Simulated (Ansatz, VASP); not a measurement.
# BP in VASP and in Ansatz

```
B P
1.0
     0.00000    2.23753    2.27063
     2.23753    0.00000    2.27063
     2.23753    2.23753    0.00000
B P
1 1
Direct
  0.00000 0.00000 0.00000
  0.25000 0.25000 0.25000
```

Change from the starting cell: strained cell.

Alike in both runs: task relaxation of the atoms; functional PBEsol; k mesh 10 × 10 × 10; occupations gaussian, width 0.02 eV; no spin polarisation.

```csv
,VASP,Ansatz
version,VASP 6.6.1,Ansatz 0.2.0
potentials or method,"VASP PAW PBE potentials, release 64 (B, P), cutoff 450 eV","scalar-relativistic, plane waves, PAW"
valence electrons in the cell,8,8
```

VASP gave:

| Property | Result |
| --- | --- |
| gap on the k mesh at the Fermi level, each at its own relaxed structure (eV) | 0.98 |

Task: Which values does Ansatz return?

Result: gap on the k mesh at the Fermi level, each at its own relaxed structure (eV): 0.99.

VASP's potentials were made for PBE, not for PBEsol, and Ansatz warns of the same on its side. Ansatz's warnings: stress scf threshold loose.

Noted on VASP's run: the relaxation stopped at its first step, so nothing moved.
